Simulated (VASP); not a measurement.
# KF (R-3m) in VASP: a series of runs, part 2 of 2

VASP 6.6.1.

### Step 3. Single point, LDA

This run uses another cell than the first one, of 18.31 Å³/atom, 0.985 times its volume.

Contents of INCAR:

```
SYSTEM = KF
PREC = Accurate
ENCUT = 520
EDIFF = 1E-7
ISMEAR = 0
SIGMA = 0.05
LREAL = .FALSE.
LASPH = .TRUE.
NELM = 60
ALGO = Normal
ISIF = 2
LWAVE = .FALSE.
LCHARG = .FALSE.
NBANDS = 15
```

Contents of KPOINTS:

```
regular mesh
0
G
  8 8 8
  0 0 0
```

Contents of POSCAR:

```
KF
1.0
    0.0283129790      2.6498851088      2.6498851088
    2.6498851088      0.0283129790      2.6498851088
    2.6498851088      2.6498851088      0.0283129790
K F
1 1
Direct
    0.0000000000      0.0000000000      0.0000000000
    0.5000000000      0.5000000000      0.5000000000
```

Potentials or basis: VASP PAW LDA potentials, release 64 (K_sv, F).

On the command line:

```bash
$ cat potpaw_LDA.64/K_sv/POTCAR potpaw_LDA.64/F/POTCAR > POTCAR
$ mpirun -np 1 vasp_std > vasp.out
```

OUTCAR:

```text
SYSTEM = KF
   PREC = Accurate
   ENCUT = 520
   EDIFF = 1E-7
   ISMEAR = 0
   LREAL = .FALSE.
   LASPH = .TRUE.
   NELM = 60
   ISIF = 2

 ion  position               nearest neighbor table
   1  0.000  0.000  0.000-   2 2.64   2 2.64   2 2.64   2 2.64   2 2.64   2 2.64
   2  0.500  0.500  0.500-   1 2.64   1 2.64   1 2.64   1 2.64   1 2.64   1 2.64

  LATTYP: Found a trigonal (rhomboedric) cell.
 ALAT       =     3.7476104126
 COS(alpha) =     0.5106554578

  Lattice vectors:

 A1 = (   0.0283129790,   2.6498851088,   2.6498851088)
 A2 = (   2.6498851088,   0.0283129790,   2.6498851088)
 A3 = (   2.6498851088,   2.6498851088,   0.0283129790)

Analysis of symmetry for initial positions (statically):
=====================================================================
 Subroutine PRICEL returns:
 Original cell was already a primitive cell.

 Routine SETGRP: Setting up the symmetry group for a
 trigonal (rhombohedral) supercell.

 Subroutine GETGRP returns: Found 12 space group operations
 (whereof 12 operations were pure point group operations)
 out of a pool of 12 trial point group operations.

The static configuration has the point symmetry D_3d.

Analysis of symmetry for dynamics (positions and initial velocities):
=====================================================================
 Subroutine PRICEL returns:
 Original cell was already a primitive cell.

 Routine SETGRP: Setting up the symmetry group for a
 trigonal (rhombohedral) supercell.

 Subroutine GETGRP returns: Found 12 space group operations
 (whereof 12 operations were pure point group operations)
 out of a pool of 12 trial point group operations.

The dynamic configuration has the point symmetry D_3d.

 Subroutine INISYM returns: Found 12 space group operations
 (whereof 12 operations are pure point group operations),
 and found     1 'primitive' translations

----------------------------------------------------------------------------------------

                                     Primitive cell

  volume of cell :      36.6180

  direct lattice vectors                    reciprocal lattice vectors
[... 121 lines left out ...]
  volume of cell :       36.62
 maximum number of plane-waves:       997
   NGX = 13   NGY = 13   NGZ = 13

 number of electron      16.0000014 magnetization

 Free energy of the ion-electron system (eV)
  ---------------------------------------------------
  ext. energy  EPLUGINS =         0.00000000
  ---------------------------------------------------
  free energy    TOTEN  =        -9.05887409 eV

  energy without entropy =       -9.05887409  energy(sigma->0) =       -9.05887409

 E-fermi :  -2.8253     XC(G=0):  -9.3146

 val. band max:       -3.1116646953   @ k =   0.0000   0.0000   0.0000
 cond. band min:       2.8843574920   @ k =   0.0000   0.0000   0.0000
 fundamental gap:      5.9960221873
 Fermi energy:        -2.8252874749

 k-point     1 :       0.0000    0.0000    0.0000
  band No.  band energies     occupation
      1     -28.6452      2.00000
      2     -21.3552      2.00000
      3     -12.0904      2.00000
      4     -12.0791      2.00000
      5     -12.0791      2.00000
      6      -3.1276      2.00000
      7      -3.1117      2.00000
      8      -3.1117      2.00000
      9       2.8844      0.00000
     10       7.3873      0.00000
     11       7.5607      0.00000
     12       7.5607      0.00000
     13       9.2968      0.00000
     14       9.2968      0.00000
[... 401 lines left out ...]
      2     -21.4341      2.00000
      3     -12.2964      2.00000
      4     -12.2002      2.00000
      5     -12.0925      2.00000
      6      -3.7537      2.00000
      7      -3.4308      2.00000
      8      -3.2678      2.00000
      9       5.0903      0.00000
     10       6.6256      0.00000
     11       8.6271      0.00000
     12       8.6445      0.00000
     13      10.1636      0.00000
     14      10.5017      0.00000
     15      15.2215      0.00000

 [... further k-points ...]

------------------------ aborting loop because EDIFF is reached ----------------------------------------

  FORCE on cell =-STRESS in cart. coord.  units (eV):
  Direction    XX          YY          ZZ          XY          YZ          ZX
  --------------------------------------------------------------------------------------
  -------------------------------------------------------------------------------------
  Total       -0.5047064     -0.5047064     -0.5047064     -0.0369557     -0.0369557     -0.0369557
  in kB      -22.0828320    -22.0828320    -22.0828320     -1.6169524     -1.6169524     -1.6169524
  external PRESSURE =     -22.0828320 kB  Pullay stress =       0.0000000 kB

 VOLUME and BASIS-vectors are now :
 -----------------------------------------------------------------------------
  energy-cutoff  :      520.00
  volume of cell :       36.62
      direct lattice vectors                 reciprocal lattice vectors
     0.028312979  2.649885109  2.649885109    -0.191738748  0.189711752  0.189711752
     2.649885109  0.028312979  2.649885109     0.189711752 -0.191738748  0.189711752
     2.649885109  2.649885109  0.028312979     0.189711752  0.189711752 -0.191738748

 POSITION                                       TOTAL-FORCE (eV/Angst)
 -----------------------------------------------------------------------------------
      0.00000      0.00000      0.00000        -0.000000      0.000000     -0.000000
      2.66404      2.66404      2.66404         0.000000     -0.000000      0.000000
 -----------------------------------------------------------------------------------
    total drift:                                0.000000      0.000000      0.000000

  FREE ENERGIE OF THE ION-ELECTRON SYSTEM (eV)
  ---------------------------------------------------
  free  energy   TOTEN  =        -9.0588740857 eV

  energy  without entropy=       -9.0588740857  energy(sigma->0) =       -9.05887409
```

OSZICAR:

```text
N       E                     dE             d eps       ncg     rms          rms(c)
DAV:   1     0.118243228205E+03    0.11824E+03   -0.82716E+03  1950   0.105E+03
DAV:   2    -0.535111579134E+01   -0.12359E+03   -0.11198E+03  2462   0.295E+02
DAV:   3    -0.101309587882E+02   -0.47798E+01   -0.47585E+01  2630   0.529E+01
DAV:   4    -0.102504132669E+02   -0.11945E+00   -0.11944E+00  2573   0.837E+00
DAV:   5    -0.102524466130E+02   -0.20333E-02   -0.20333E-02  2679   0.866E-01    0.615E+00
DAV:   6    -0.913687961604E+01    0.11156E+01   -0.31336E+00  2006   0.149E+01    0.430E+00
DAV:   7    -0.908597812808E+01    0.50901E-01   -0.79454E-02  2489   0.220E+00    0.256E+00
DAV:   8    -0.905879042324E+01    0.27188E-01   -0.47722E-02  2419   0.213E+00    0.214E-01
DAV:   9    -0.905874440665E+01    0.46017E-04   -0.29526E-03  2216   0.472E-01    0.982E-02
DAV:  10    -0.905887263809E+01   -0.12823E-03   -0.26807E-04  2476   0.174E-01    0.485E-02
DAV:  11    -0.905887394682E+01   -0.13087E-05   -0.44130E-05  2619   0.766E-02    0.138E-02
DAV:  12    -0.905887398327E+01   -0.36445E-07   -0.50307E-06  2413   0.254E-02    0.217E-03
DAV:  13    -0.905887411196E+01   -0.12869E-06   -0.36673E-07  2552   0.535E-03    0.207E-03
DAV:  14    -0.905887408568E+01    0.26278E-07   -0.67477E-08  1591   0.289E-03
   1 F= -.90588741E+01 E0= -.90588741E+01  d E =-.656207E-18
```

Wall time 35 s (1 thread of AMD EPYC 7R13 (Zen 3), shared host); peak memory 0.13 GiB.

Results:

```
Free energy            : -9.0589 eV
Pressure               : -2.2 GPa
Band gap on the k mesh : 6.00 eV, direct
```

Stress tensor (GPa, compression positive):
```
-2.21 -0.16 -0.16
-0.16 -2.21 -0.16
-0.16 -0.16 -2.21
```

Levels at points of the mesh, in eV from the valence-band top:
```csv
k point,band 6,band 7,band 8,band 9,band 10,band 11
"(0.00, 0.00, 0.00)",-0.02,0.00,0.00,6.00,10.50,10.67
"(0.50, 0.00, 0.00)",-0.90,-0.43,-0.40,8.95,10.53,12.08
"(0.50, 0.50, 0.00)",-0.19,-0.06,-0.04,7.92,10.34,11.71
"(0.50, 0.50, 0.50)",-0.90,-0.39,-0.39,8.90,10.47,12.13
```
